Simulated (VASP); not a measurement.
# Al3Ru2 (I4/mmm) in VASP: notebook

The runs below take Al3Ru2 through single point, with PBEsol.

Program: VASP 6.6.1. These are calculated values, not measurements. Logs are shortened: lines on timing, memory, paths and dates and some standing lists are left out, and cuts for length are marked.

### Step 1. The cell of the first run

It takes space group I4/mmm (No. 139, tetragonal). Conventional cell: a = 3.015 Å, b = 3.015 Å, c = 13.917 Å, α = 90.00°, β = 90.00°, γ = 90.00°. Within 3.4 Å of Al (site symmetry 4/mmm) lie 8 Ru at 2.59 Å and 6 Al at 2.71 to 3.02 Å. Al (site symmetry 4mm) has 5 Ru at 2.47 to 2.77 Å and 9 Al at 2.62 to 3.02 Å within 3.3 Å. Within 3.3 Å of Ru (site symmetry 4mm) lie 9 Al at 2.47 to 2.77 Å and 5 Ru at 2.94 to 3.02 Å.

### Step 2. Single point, PBEsol (volume scaled by 0.94, then relaxed in part)

The input, INCAR:

```
PREC = Accurate
ENCUT = 520
EDIFF = 1E-7
ISMEAR = 0
SIGMA = 0.1
LREAL = F
LASPH = T
NELM = 100
ALGO = Fast
ISIF = 2
LWAVE = F
LCHARG = F
GGA = PS
NBANDS = 26
```

The input, KPOINTS:

```
regular mesh
0
Gamma
  16 16 16
```

The input, POSCAR:

```
Al3Ru2
1.0
   -1.5076481336      1.5076481336      6.9587483846
    1.5076481336     -1.5076481336      6.9587483846
    1.5076481336      1.5076481336     -6.9587483846
Al Ru
3 2
Direct
    0.0000000000      0.0000000000      0.0000000000
    0.8049770187      0.8049770187      0.0000000000
    0.1950229813      0.1950229813      0.0000000000
    0.6056483379      0.6056483379      0.0000000000
    0.3943516621      0.3943516621      0.0000000000
```

Potentials or basis: VASP PAW PBE potentials, release 64 (Al, Ru_pv).

Run with:

```bash
> cat potpaw_PBE.64/Al/POTCAR potpaw_PBE.64/Ru_pv/POTCAR > POTCAR
> mpirun -np 1 vasp_std > vasp.out
```

OUTCAR:

```text
PREC = Accurate
   ENCUT = 520
   EDIFF = 1E-7
   ISMEAR = 0
   LREAL = F
   LASPH = T
   NELM = 100
   ISIF = 2
   GGA = PS

 ion  position               nearest neighbor table
   1  0.000  0.000  0.000-   4 2.59   4 2.59   4 2.59   5 2.59   4 2.59   5 2.59   5 2.59   5 2.59
                             2 2.71   3 2.71
   2  0.805  0.805  0.000-   5 2.47   5 2.47   5 2.47   5 2.47   3 2.62   3 2.62   3 2.62   3 2.62
                             1 2.71   4 2.77
   3  0.195  0.195  0.000-   4 2.47   4 2.47   4 2.47   4 2.47   2 2.62   2 2.62   2 2.62   2 2.62
                             1 2.71   5 2.77
   4  0.606  0.606  0.000-   3 2.47   3 2.47   3 2.47   3 2.47   1 2.59   1 2.59   1 2.59   1 2.59
                             2 2.77   5 2.94
   5  0.394  0.394  0.000-   2 2.47   2 2.47   2 2.47   2 2.47   1 2.59   1 2.59   1 2.59   1 2.59
                             3 2.77   4 2.94

  LATTYP: Found a body centered tetragonal cell.
 ALAT       =     3.0152962672
 C/A-ratio  =     4.6156316116

  Lattice vectors:

 A1 = (  -1.5076481336,   1.5076481336,   6.9587483846)
 A2 = (   1.5076481336,  -1.5076481336,   6.9587483846)
 A3 = (   1.5076481336,   1.5076481336,  -6.9587483846)

Analysis of symmetry for initial positions (statically):
=====================================================================
 Subroutine PRICEL returns:
 Original cell was already a primitive cell.

 Routine SETGRP: Setting up the symmetry group for a
 body centered tetragonal supercell.

 Subroutine GETGRP returns: Found 16 space group operations
 (whereof 16 operations were pure point group operations)
 out of a pool of 16 trial point group operations.

The static configuration has the point symmetry D_4h.

Analysis of symmetry for dynamics (positions and initial velocities):
=====================================================================
 Subroutine PRICEL returns:
 Original cell was already a primitive cell.

 Routine SETGRP: Setting up the symmetry group for a
 body centered tetragonal supercell.

 Subroutine GETGRP returns: Found 16 space group operations
 (whereof 16 operations were pure point group operations)
 out of a pool of 16 trial point group operations.

The dynamic configuration has the point symmetry D_4h.

 Subroutine INISYM returns: Found 16 space group operations
 (whereof 16 operations are pure point group operations),
 and found     1 'primitive' translations

----------------------------------------------------------------------------------------

                                     Primitive cell

  volume of cell :      63.2690

  direct lattice vectors                    reciprocal lattice vectors
    -1.507648134  1.507648134  6.958748385     0.000000000  0.331642370  0.071852002
     1.507648134 -1.507648134  6.958748385     0.331642370  0.000000000  0.071852002
     1.507648134  1.507648134 -6.958748385     0.331642370  0.331642370  0.000000000

  length of vectors
     7.278061890  7.278061890  7.278061890     0.339336664  0.339336664  0.469013137

  position of ions in fractional coordinates (direct lattice)
     0.000000000  0.000000000  0.000000000
     0.804977019  0.804977019  0.000000000
     0.195022981  0.195022981  0.000000000
     0.605648338  0.605648338  0.000000000
     0.394351662  0.394351662  0.000000000

  ion indices of the primitive-cell ions
   primitive index   ion index
                 1           1
                 2           2
                 3           3
                 4           4
                 5           5

----------------------------------------------------------------------------------------

 KPOINTS: regular mesh

Automatic generation of k-mesh.
 Grid dimensions read from file:
 generate k-points for:   16   16   16

 Generating k-lattice:

  Cartesian coordinates                     Fractional coordinates (reciprocal lattice)
     0.000000000  0.020727648  0.004490750     0.062500000  0.000000000  0.000000000
     0.020727648  0.000000000  0.004490750     0.000000000  0.062500000  0.000000000
     0.020727648  0.020727648  0.000000000     0.000000000  0.000000000  0.062500000

  Length of vectors
     0.021208542  0.021208542  0.029313321

  Shift w.r.t. Gamma in fractional coordinates (k-lattice)
     0.000000000  0.000000000  0.000000000

 Subroutine IBZKPT returns following result:
 ===========================================

 Found    349 irreducible k-points:

 Following reciprocal coordinates:
            Coordinates               Weight
  0.000000  0.000000  0.000000      1.000000
  0.062500  0.000000  0.000000      8.000000
  0.125000  0.000000  0.000000      8.000000
  0.187500  0.000000  0.000000      8.000000
  0.250000  0.000000  0.000000      8.000000
  0.312500  0.000000 -0.000000      8.000000
[... 16 lines left out ...]
 -0.125000  0.062500  0.000000     16.000000
 -0.062500  0.062500  0.000000      4.000000
 [... further k-points ...]
   k-points           NKPTS =    349   k-points in BZ     NKDIM =    349   number of bands    NBANDS=     26
   number of dos      NEDOS =    301   number of ions     NIONS =      5
   total plane-waves  NPLWV = 157464
   dimension x,y,z NGX =    54 NGY =   54 NGZ =   54
   dimension x,y,z NGXF=   108 NGYF=  108 NGZF=  108
   ions per type =               3   2
   NGX,Y,Z   is equivalent  to a cutoff of  12.33, 12.33, 12.33 a.u.
   NGXF,Y,Z  is equivalent  to a cutoff of  24.67, 24.67, 24.67 a.u.
 SYSTEM =  unknown system
   PREC   = accura    normal or accurate (medium, high low for compatibility)
   ISTART =      0    job   : 0-new  1-cont  2-samecut
   ICHARG =      2    charge: 1-file 2-atom 10-const
   ISPIN  =      1    spin polarized calculation?
   LNONCOLLINEAR =      F non collinear calculations
   LSORBIT =      F    spin-orbit coupling
   LASPH  =      T    aspherical Exc in radial PAW
   ENCUT  =  520.0 eV  38.22 Ry    6.18 a.u.  13.53 13.53 13.53*2*pi/ulx,y,z
   NELM   =    100;   NELMIN=  2; NELMDL= -5     # of ELM steps
   EDIFF  = 0.1E-06   stopping-criterion for ELM
   LREAL  =      F    real-space projection
   EDIFFG = 0.1E-05   stopping-criterion for IOM
   NSW    =      0    number of steps for IOM
   IBRION =     -1    ionic relax: 0-MD 1-quasi-New 2-CG
   NFREE  =      0    steps in history (QN), initial steepest desc. (CG)
   ISIF   =      2    stress and relaxation
   ISYM   =      2    0-nonsym 1-usesym 2-fastsym
   POTIM  = 0.5000    time-step for ionic-motion
   TEBEG  =    0.0;   TEEND  =   0.0 temperature during run
   PSTRESS=    0.0 pullay stress
   NELECT =      37.0000    total number of electrons
   NUPDOWN=      -1.0000    fix difference up-down
   EMIN   =  10.00;   EMAX   =-10.00  energy-range for DOS
   EFERMI =   0.00;   METHOD = LEGACY
   ISMEAR =     0;   SIGMA  =   0.10  broadening in eV -4-tet -1-fermi 0-gaus
   EFERMI_NEDOS =   21; number of points for ismear=-14 and -15
   IALGO  =     68    algorithm
   IMIX   =      4    mixing-type and parameters
     AMIX     =   0.40;   BMIX     =  1.00
     AMIX_MAG =   1.60;   BMIX_MAG =  1.00
  volume/ion in A,a.u.               =      12.65        85.39
  Fermi-wavevector in a.u.,A,eV,Ry     =   1.369026  2.587084 25.500478  1.874232
  Thomas-Fermi vector in A             =   2.494938
   LORBIT       =      0    0 simple, 1 ext, 2 COOP (PROOUT), +10 PAW based schemes
   GGA     = PS    functional components
   LHFCALC =     F    Hartree Fock is set to
   AEXX    =    0.0000 exact exchange contribution
   IVDW    =     0    specifies the selected vdW correction
   LEPSILON=     F    determine dielectric tensor
   LRPA    =     F    only Hartree local field effects (RPA)
 non-spin polarized calculation
 RMM-DIIS sequential band-by-band and
 Gauss-broadening in eV      SIGMA  =   0.10
  energy-cutoff  :      520.00
  volume of cell :       63.27
 maximum number of plane-waves:      1734
   NGX = 27   NGY = 27   NGZ = 27

 number of electron      37.0000001 magnetization

 Free energy of the ion-electron system (eV)
  ---------------------------------------------------
  ext. energy  EPLUGINS =         0.00000000
  ---------------------------------------------------
  free energy    TOTEN  =       -35.82206822 eV

  energy without entropy =      -35.81609968  energy(sigma->0) =      -35.81908395

 E-fermi :  11.3286     XC(G=0): -12.6241

 val. band max:       11.3166432354   @ k =   0.2500   0.2500   0.0000
 cond. band min:      11.3298866483   @ k =  -0.3125   0.3750   0.0625
 fundamental gap:      0.0132434130
 Fermi energy:        11.3285979714

 k-point     1 :       0.0000    0.0000    0.0000
  band No.  band energies     occupation
      1     -30.6420      2.00000
      2     -30.5375      2.00000
      3     -30.5375      2.00000
      4     -30.5265      2.00000
      5     -30.5265      2.00000
      6     -30.5139      2.00000
[... 18 lines left out ...]
     25      17.6270      0.00000
     26      17.6270      0.00000

 k-point     2 :       0.0625    0.0000    0.0000
  band No.  band energies     occupation
      1     -30.6410      2.00000
      2     -30.5452      2.00000
      3     -30.5368      2.00000
      4     -30.5341      2.00000
      5     -30.5259      2.00000
      6     -30.5132      2.00000
[... 18 lines left out ...]
     25      17.8243      0.00000
     26      18.0463      0.00000

 k-point     3 :       0.1250    0.0000    0.0000
  band No.  band energies     occupation
      1     -30.6383      2.00000
      2     -30.5672      2.00000
      3     -30.5556      2.00000
      4     -30.5349      2.00000
      5     -30.5239      2.00000
      6     -30.5112      2.00000
[... 18 lines left out ...]
     25      18.3424      0.00000
     26      18.4787      0.00000

 k-point     4 :       0.1875    0.0000    0.0000
  band No.  band energies     occupation
      1     -30.6342      2.00000
      2     -30.6000      2.00000
      3     -30.5875      2.00000
      4     -30.5321      2.00000
      5     -30.5211      2.00000
      6     -30.5083      2.00000
[... 18 lines left out ...]
     25      18.4842      0.00000
     26      19.0597      0.00000
[... 496 lines left out ...]
      1     -30.6334      2.00000
      2     -30.5992      2.00000
      3     -30.5868      2.00000
      4     -30.5397      2.00000
      5     -30.5286      2.00000
      6     -30.5075      2.00000
[... 18 lines left out ...]
     25      18.4128      0.00000
     26      19.1508      0.00000

 k-point    23 :      -0.1250    0.0625    0.0000
  band No.  band energies     occupation
      1     -30.6374      2.00000
      2     -30.5665      2.00000
      3     -30.5549      2.00000
      4     -30.5426      2.00000
      5     -30.5315      2.00000
      6     -30.5104      2.00000
[... 18 lines left out ...]
     25      17.8237      0.00000
     26      19.1846      0.00000

 k-point    24 :      -0.0625    0.0625    0.0000
  band No.  band energies     occupation
      1     -30.6401      2.00000
      2     -30.5449      2.00000
      3     -30.5442      2.00000
      4     -30.5337      2.00000
      5     -30.5332      2.00000
      6     -30.5125      2.00000
[... 18 lines left out ...]
     25      17.4076      0.00000
     26      18.6189      0.00000

 [... further k-points ...]
[... 5 lines left out ...]
  --------------------------------------------------------------------------------------
  -------------------------------------------------------------------------------------
  Total        5.4098024      5.4098024      5.4429368      0.0000000      0.0000000     -0.0000000
  in kB      136.9937881    136.9937881    137.8328584      0.0000000      0.0000000     -0.0000000
  external PRESSURE =     137.2734782 kB  Pullay stress =       0.0000000 kB

 VOLUME and BASIS-vectors are now :
 -----------------------------------------------------------------------------
  energy-cutoff  :      520.00
  volume of cell :       63.27
      direct lattice vectors                 reciprocal lattice vectors
    -1.507648134  1.507648134  6.958748385     0.000000000  0.331642370  0.071852002
     1.507648134 -1.507648134  6.958748385     0.331642370  0.000000000  0.071852002
     1.507648134  1.507648134 -6.958748385     0.331642370  0.331642370  0.000000000

 POSITION                                       TOTAL-FORCE (eV/Angst)
 -----------------------------------------------------------------------------------
      0.00000      0.00000      0.00000         0.000000      0.000000     -0.000000
      0.00000      0.00000     11.20327        -0.000000     -0.000000     -0.007057
      0.00000      0.00000      2.71423         0.000000      0.000000      0.007057
      0.00000      0.00000      8.42911        -0.000000     -0.000000     -0.001448
      0.00000      0.00000      5.48839        -0.000000     -0.000000      0.001448
 -----------------------------------------------------------------------------------
    total drift:                                0.000000     -0.000000     -0.000000

  FREE ENERGIE OF THE ION-ELECTRON SYSTEM (eV)
  ---------------------------------------------------
  free  energy   TOTEN  =       -35.8220682177 eV

  energy  without entropy=      -35.8160996808  energy(sigma->0) =      -35.81908395
```

Wall time 26 min (1 thread of Intel Xeon 6975P-C (Granite Rapids), shared host); peak memory 0.77 GiB.

What came out:

| Quantity | Value |
| --- | --- |
| Free energy | -35.8221 eV |
| Pressure | 13.7 GPa |
| Largest force | 0.007 eV/Å |

Forces in eV/Å, atoms in the order of the input:
```
Al   0.000  0.000  0.000
Al   0.000  0.000 -0.007
Al   0.000  0.000  0.007
Ru   0.000  0.000 -0.001
Ru   0.000  0.000  0.001
```

Levels at points of the mesh, in eV from the Fermi level:
```
           k point  band 17  band 18  band 19  band 20  band 21  band 22
(0.00, 0.00, 0.00)    -0.93    -0.23    -0.07     3.75     5.04     5.65
(0.50, 0.00, 0.00)    -1.74    -1.22    -0.39     1.45     1.78     4.39
(0.50, 0.50, 0.00)     0.57     0.66     1.22     1.27     2.12     2.36
(0.50, 0.50, 0.50)    -0.54    -0.21    -0.09     2.68     4.48     4.48
```

Caveat: the PAW data sets were made with another functional, which shifts forces and pressure a little.

(Part 1 of 2 ends here.)
